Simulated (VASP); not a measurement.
# Zr (P6/mmm) in VASP: a series of runs

Zr is run at these levels: PBEsol; tasks: single point, relaxation of cell and atoms.

Everything below comes from runs of VASP 6.6.1. Logs are shortened: lines on timing, memory, paths and dates and some standing lists are left out, and cuts for length are marked.

### 1 The cell of the first run

The structure is hexagonal, space group P6/mmm (No. 191). The conventional cell has a = 2.868 Å, b = 2.868 Å, c = 2.835 Å, α = 90.00°, β = 90.00°, γ = 120.00°. Zr (site symmetry 6/mmm) has 8 Zr at 2.83 to 2.87 Å within 3.7 Å.

### 2 Single point, PBEsol

Contents of INCAR:

```
SYSTEM = Zr
PREC     = Accurate       ! precision mode
ENCUT    = 520            ! plane-wave cutoff, eV
EDIFF    = 1E-6           ! SCF threshold, eV
ISMEAR   = -1             ! smearing method
SIGMA    = 0.05           ! smearing width, eV
LREAL    = .FALSE.        ! projectors in reciprocal space
LASPH    = .TRUE.         ! aspherical terms in the spheres
NELM     = 60             ! most SCF steps
ALGO     = Normal         ! electronic algorithm
ISIF     = 2              ! what is computed and relaxed
LWAVE    = .FALSE.        ! write WAVECAR
LCHARG   = .FALSE.        ! write CHGCAR
GGA      = PS             ! functional
NBANDS   = 12             ! bands
```

Contents of KPOINTS:

```
Automatic mesh
0
G
  15 15 14
  0 0 0
```

Contents of POSCAR:

```
Zr
1.0
    2.8675122319      0.0000000000      0.0000000000
   -1.4337561160      2.4833384385      0.0000000000
    0.0000000000      0.0000000000      2.8347327478
Zr
1
Direct
    0.0000000000      0.0000000000      0.0000000000
```

Potentials or basis: VASP PAW PBE potentials, release 64 (Zr_sv).

On the command line:

```
> cat potpaw_PBE.64/Zr_sv/POTCAR > POTCAR
> mpirun -np 1 vasp_std > vasp.out
```

OUTCAR:

```text
SYSTEM = Zr
   PREC = Accurate
   ENCUT = 520
   EDIFF = 1E-6
   ISMEAR = -1
   LREAL = .FALSE.
   LASPH = .TRUE.
   NELM = 60
   ISIF = 2
   GGA = PS

 ion  position               nearest neighbor table
   1  0.000  0.000  0.000-

  LATTYP: Found a hexagonal cell.
 ALAT       =     2.8675122319
 C/A-ratio  =     0.9885686681

  Lattice vectors:

 A1 = (   2.8675122319,   0.0000000000,   0.0000000000)
 A2 = (  -1.4337561160,   2.4833384385,   0.0000000000)
 A3 = (   0.0000000000,   0.0000000000,   2.8347327478)

Analysis of symmetry for initial positions (statically):
=====================================================================
 Subroutine PRICEL returns:
 Original cell was already a primitive cell.

 Routine SETGRP: Setting up the symmetry group for a
 hexagonal supercell.

 Subroutine GETGRP returns: Found 24 space group operations
 (whereof 24 operations were pure point group operations)
 out of a pool of 24 trial point group operations.

The static configuration has the point symmetry D_6h.

Analysis of symmetry for dynamics (positions and initial velocities):
=====================================================================
 Subroutine PRICEL returns:
 Original cell was already a primitive cell.

 Routine SETGRP: Setting up the symmetry group for a
 hexagonal supercell.

 Subroutine GETGRP returns: Found 24 space group operations
 (whereof 24 operations were pure point group operations)
 out of a pool of 24 trial point group operations.

The dynamic configuration has the point symmetry D_6h.

 Subroutine INISYM returns: Found 24 space group operations
 (whereof 24 operations are pure point group operations),
 and found     1 'primitive' translations

----------------------------------------------------------------------------------------

                                     Primitive cell

  volume of cell :      20.1861

  direct lattice vectors                    reciprocal lattice vectors
     2.867512232  0.000000000  0.000000000     0.348734345  0.201341868  0.000000000
    -1.433756116  2.483338439  0.000000000     0.000000000  0.402683736  0.000000000
     0.000000000  0.000000000  2.834732748     0.000000000  0.000000000  0.352766941

  length of vectors
     2.867512232  2.867512232  2.834732748     0.402683736  0.402683736  0.352766941

  position of ions in fractional coordinates (direct lattice)
     0.000000000  0.000000000  0.000000000

  ion indices of the primitive-cell ions
   primitive index   ion index
                 1           1

----------------------------------------------------------------------------------------

 KPOINTS: Automatic mesh

Automatic generation of k-mesh.
 Grid dimensions read from file:
 generate k-points for:   15   15   14

 Generating k-lattice:

  Cartesian coordinates                     Fractional coordinates (reciprocal lattice)
     0.023248956  0.013422791  0.000000000     0.066666667  0.000000000  0.000000000
     0.000000000  0.026845582  0.000000000     0.000000000  0.066666667  0.000000000
     0.000000000  0.000000000  0.025197639     0.000000000  0.000000000  0.071428571

  Length of vectors
     0.026845582  0.026845582  0.025197639

  Shift w.r.t. Gamma in fractional coordinates (k-lattice)
     0.000000000  0.000000000  0.000000000

 Subroutine IBZKPT returns following result:
 ===========================================

 Found    216 irreducible k-points:

 Following reciprocal coordinates:
            Coordinates               Weight
  0.000000  0.000000  0.000000      1.000000
  0.066667  0.000000  0.000000      6.000000
  0.133333  0.000000  0.000000      6.000000
  0.200000  0.000000  0.000000      6.000000
  0.266667  0.000000  0.000000      6.000000
  0.333333  0.000000  0.000000      6.000000
[... 16 lines left out ...]
  0.333333  0.200000  0.000000     12.000000
  0.400000  0.200000  0.000000      6.000000
 [... further k-points ...]
   k-points           NKPTS =    216   k-points in BZ     NKDIM =    216   number of bands    NBANDS=     12
   number of dos      NEDOS =    301   number of ions     NIONS =      1
   total plane-waves  NPLWV =  13824
   dimension x,y,z NGX =    24 NGY =   24 NGZ =   24
   dimension x,y,z NGXF=    48 NGYF=   48 NGZF=   48
   ions per type =               1
   NGX,Y,Z   is equivalent  to a cutoff of  13.91, 13.91, 14.08 a.u.
   NGXF,Y,Z  is equivalent  to a cutoff of  27.83, 27.83, 28.15 a.u.
 SYSTEM =  Zr
   PREC   = accura    normal or accurate (medium, high low for compatibility)
   ISTART =      0    job   : 0-new  1-cont  2-samecut
   ICHARG =      2    charge: 1-file 2-atom 10-const
   ISPIN  =      1    spin polarized calculation?
   LNONCOLLINEAR =      F non collinear calculations
   LSORBIT =      F    spin-orbit coupling
   LASPH  =      T    aspherical Exc in radial PAW
   ENCUT  =  520.0 eV  38.22 Ry    6.18 a.u.   5.33  5.33  5.27*2*pi/ulx,y,z
   NELM   =     60;   NELMIN=  2; NELMDL= -5     # of ELM steps
   EDIFF  = 0.1E-05   stopping-criterion for ELM
   LREAL  =      F    real-space projection
   EDIFFG = 0.1E-04   stopping-criterion for IOM
   NSW    =      0    number of steps for IOM
   IBRION =     -1    ionic relax: 0-MD 1-quasi-New 2-CG
   NFREE  =      0    steps in history (QN), initial steepest desc. (CG)
   ISIF   =      2    stress and relaxation
   ISYM   =      2    0-nonsym 1-usesym 2-fastsym
   POTIM  = 0.5000    time-step for ionic-motion
   TEBEG  =    0.0;   TEEND  =   0.0 temperature during run
   PSTRESS=    0.0 pullay stress
   NELECT =      12.0000    total number of electrons
   NUPDOWN=      -1.0000    fix difference up-down
   EMIN   =  10.00;   EMAX   =-10.00  energy-range for DOS
   EFERMI =   0.00;   METHOD = LEGACY
   ISMEAR =    -1;   SIGMA  =   0.05  broadening in eV -4-tet -1-fermi 0-gaus
   EFERMI_NEDOS =   21; number of points for ismear=-14 and -15
   IALGO  =     38    algorithm
   IMIX   =      4    mixing-type and parameters
     AMIX     =   0.40;   BMIX     =  1.00
     AMIX_MAG =   1.60;   BMIX_MAG =  1.00
  volume/ion in A,a.u.               =      20.19       136.22
  Fermi-wavevector in a.u.,A,eV,Ry     =   1.376525  2.601255 25.780611  1.894821
  Thomas-Fermi vector in A             =   2.501762
   LORBIT       =      0    0 simple, 1 ext, 2 COOP (PROOUT), +10 PAW based schemes
   GGA     = PS    functional components
   LHFCALC =     F    Hartree Fock is set to
   AEXX    =    0.0000 exact exchange contribution
   IVDW    =     0    specifies the selected vdW correction
   LEPSILON=     F    determine dielectric tensor
   LRPA    =     F    only Hartree local field effects (RPA)
 non-spin polarized calculation
  energy-cutoff  :      520.00
  volume of cell :       20.19
 maximum number of plane-waves:       562
 NGX is ok and might be reduce to    24
   NGX = 11   NGY = 11   NGZ = 11

 number of electron      12.0000000 magnetization

 Free energy of the ion-electron system (eV)
  ---------------------------------------------------
  ext. energy  EPLUGINS =         0.00000000
  ---------------------------------------------------
  free energy    TOTEN  =        -8.62943679 eV

  energy without entropy =       -8.62400600  energy(sigma->0) =       -8.62672139

 E-fermi :  10.1113     XC(G=0): -11.8239

 val. band max:       10.0843523605   @ k =   0.1333   0.1333   0.2143
 cond. band min:      10.1225423108   @ k =   0.1333   0.1333   0.3571
 fundamental gap:      0.0381899503
 Fermi energy:        10.1112847475

 k-point     1 :       0.0000    0.0000    0.0000
  band No.  band energies     occupation
      1     -38.1849      2.00000
      2     -15.4821      2.00000
      3     -15.1951      2.00000
      4     -15.1951      2.00000
      5       4.8042      2.00000
      6       8.0366      2.00000
      7      11.4921      0.00000
      8      11.4921      0.00000
      9      16.9138      0.00000
     10      16.9138      0.00000
     11      21.7962      0.00000
     12      23.3610      0.00000

 k-point     2 :       0.0667    0.0000    0.0000
  band No.  band energies     occupation
      1     -38.1706      2.00000
      2     -15.4714      2.00000
      3     -15.2903      2.00000
      4     -15.2154      2.00000
      5       4.9775      2.00000
      6       8.1348      2.00000
      7      11.2603      0.00000
      8      11.6655      0.00000
      9      16.5706      0.00000
     10      16.8687      0.00000
     11      22.2807      0.00000
     12      23.8330      0.00000

 k-point     3 :       0.1333    0.0000    0.0000
  band No.  band energies     occupation
      1     -38.1299      2.00000
      2     -15.5537      2.00000
      3     -15.4410      2.00000
      4     -15.2724      2.00000
      5       5.4539      2.00000
      6       8.4063      2.00000
      7      10.7340      0.00001
      8      12.1771      0.00000
      9      15.7755      0.00000
     10      16.7441      0.00000
     11      23.5477      0.00000
     12      24.9871      0.00000

 k-point     4 :       0.2000    0.0000    0.0000
  band No.  band energies     occupation
      1     -38.0693      2.00000
      2     -15.9272      2.00000
      3     -15.3959      2.00000
      4     -15.3553      2.00000
      5       6.1097      2.00000
      6       8.7007      2.00000
      7      10.3312      0.02431
      8      13.0004      0.00000
      9      14.8649      0.00000
     10      16.5671      0.00000
     11      24.4487      0.00000
     12      25.6585      0.00000

 k-point     5 :       0.2667    0.0000    0.0000
  band No.  band energies     occupation
      1     -37.9987      2.00000
      2     -16.3377      2.00000
      3     -15.4486      2.00000
      4     -15.3435      2.00000
      5       6.7451      2.00000
      6       8.6991      2.00000
      7      10.5778      0.00018
      8      14.0238      0.00000
      9      14.0878      0.00000
     10      16.3730      0.00000
     11      23.1669      0.00000
     12      26.3505      0.00000
[... 228 lines left out ...]
      1     -37.9136      2.00000
      2     -16.6258      2.00000
      3     -15.7666      2.00000
      4     -15.2808      2.00000
      5       7.9598      2.00000
      6       9.1567      2.00000
      7       9.9018      1.97013
      8      13.5167      0.00000
      9      15.5756      0.00000
     10      15.9920      0.00000
     11      22.5691      0.00000
     12      23.1293      0.00000

 k-point    22 :       0.2667    0.2000    0.0000
  band No.  band energies     occupation
      1     -37.8623      2.00000
      2     -16.8014      2.00000
      3     -15.9415      2.00000
      4     -15.2432      2.00000
      5       8.4716      2.00000
      6       9.1260      2.00000
      7      10.4196      0.00419
      8      13.2358      0.00000
      9      15.1714      0.00000
     10      17.0525      0.00000
     11      21.7857      0.00000
     12      22.1467      0.00000

 k-point    23 :       0.3333    0.2000    0.0000
  band No.  band energies     occupation
      1     -37.8271      2.00000
      2     -16.9120      2.00000
      3     -16.0666      2.00000
      4     -15.2176      2.00000
      5       8.4576      2.00000
      6       9.4661      2.00000
      7      10.9557      0.00000
      8      13.0720      0.00000
      9      14.8887      0.00000
     10      17.8579      0.00000
     11      20.9781      0.00000
     12      21.2963      0.00000

 k-point    24 :       0.4000    0.2000    0.0000
  band No.  band energies     occupation
      1     -37.8147      2.00000
      2     -16.9496      2.00000
      3     -16.1120      2.00000
      4     -15.2085      2.00000
      5       8.4087      2.00000
      6       9.6337      1.99986
      7      11.1877      0.00000
      8      13.0190      0.00000
      9      14.7872      0.00000
     10      18.2577      0.00000
     11      20.4100      0.00000
     12      21.0428      0.00000

 [... further k-points ...]

------------------------ aborting loop because EDIFF is reached ----------------------------------------

  FORCE on cell =-STRESS in cart. coord.  units (eV):
  Direction    XX          YY          ZZ          XY          YZ          ZX
  --------------------------------------------------------------------------------------
  -------------------------------------------------------------------------------------
  Total        1.6579701      1.6579701      1.6537955     -0.0000000      0.0000000      0.0000000
  in kB      131.5933533    131.5933533    131.2620192     -0.0000000      0.0000000      0.0000000
  external PRESSURE =     131.4829086 kB  Pullay stress =       0.0000000 kB

 VOLUME and BASIS-vectors are now :
 -----------------------------------------------------------------------------
  energy-cutoff  :      520.00
  volume of cell :       20.19
      direct lattice vectors                 reciprocal lattice vectors
     2.867512232  0.000000000  0.000000000     0.348734345  0.201341868  0.000000000
    -1.433756116  2.483338439  0.000000000     0.000000000  0.402683736  0.000000000
     0.000000000  0.000000000  2.834732748     0.000000000  0.000000000  0.352766941

 POSITION                                       TOTAL-FORCE (eV/Angst)
 -----------------------------------------------------------------------------------
      0.00000      0.00000      0.00000         0.000000      0.000000      0.000000
 -----------------------------------------------------------------------------------
    total drift:                               -0.000000     -0.000000      0.000000

  FREE ENERGIE OF THE ION-ELECTRON SYSTEM (eV)
  ---------------------------------------------------
  free  energy   TOTEN  =        -8.6294367895 eV

  energy  without entropy=       -8.6240059964  energy(sigma->0) =       -8.62672139
```

It took 33 s on 1 thread of Intel Xeon Platinum 8259CL at 2.50GHz (Skylake/Cascade Lake), shared host; peak memory 0.17 GiB.

What came out:

- Free energy: -8.6294 eV
- Pressure: 13.1 GPa
- Band gap on the k mesh: zero (band 6 reaches 10.66 eV, above the bottom of band 7 at 9.79 eV)

Levels at points of the mesh, in eV from the Fermi level:
```csv
k point,band 4,band 5,band 6,band 7,band 8,band 9
"(0.00, 0.00, 0.00)",-25.31,-5.31,-2.07,1.38,1.38,6.80
"(0.00, 0.00, 0.50)",-25.17,-2.37,0.55,2.10,2.10,3.83
```

Caveat: the PAW data sets were made with another functional, which shifts forces and pressure a little.

### 3 Single point, PBEsol

Contents of INCAR:

```
SYSTEM = Zr
PREC     = Accurate       ! precision mode
ENCUT    = 520            ! plane-wave cutoff, eV
EDIFF    = 1E-6           ! SCF threshold, eV
ISMEAR   = -1             ! smearing method
SIGMA    = 0.05           ! smearing width, eV
LREAL    = .False.        ! projectors in reciprocal space
LASPH    = .True.         ! aspherical terms in the spheres
NELM     = 60             ! most SCF steps
ALGO     = Normal         ! electronic algorithm
ISIF     = 2              ! what is computed and relaxed
LWAVE    = .False.        ! write WAVECAR
LCHARG   = .False.        ! write CHGCAR
GGA      = PS             ! functional
NBANDS   = 12             ! bands
```

Contents of KPOINTS:

```
regular mesh
0
Gamma
  15 15 14
  0 0 0
```

Contents of POSCAR:

```
Zr
1.0
    2.8676384639      0.0000000000      0.0000000000
   -1.4338192320      2.4834477586      0.0000000000
    0.0000000000      0.0000000000      2.8350547474
Zr
1
Direct
    0.0000000000      0.0000000000      0.0000000000
```

Potentials or basis: VASP PAW PBE potentials, release 64 (Zr_sv).

On the command line:

```
> cat potpaw_PBE.64/Zr_sv/POTCAR > POTCAR
> mpirun -np 1 vasp_std > vasp.out
```

Run time: 32 s. Hardware: 1 thread of Intel Xeon Platinum 8259CL at 2.50GHz (Skylake/Cascade Lake), shared host; peak memory 0.17 GiB.

The run converged. Its results:

```
Free energy            : -8.6298 eV
Pressure               : 13.1 GPa
Band gap on the k mesh : zero (band 6 reaches 10.66 eV, above the bottom of band 7 at 9.79 eV)
```

Levels at points of the mesh, in eV from the Fermi level:
| k point | band 4 | band 5 | band 6 | band 7 | band 8 | band 9 |
| --- | --- | --- | --- | --- | --- | --- |
| (0.00, 0.00, 0.00) | -25.31 | -5.31 | -2.07 | 1.38 | 1.38 | 6.80 |
| (0.00, 0.00, 0.50) | -25.17 | -2.37 | 0.55 | 2.10 | 2.10 | 3.83 |

Caveat: the PAW data sets were made with another functional, which shifts forces and pressure a little.

[end of part 1 of 2]
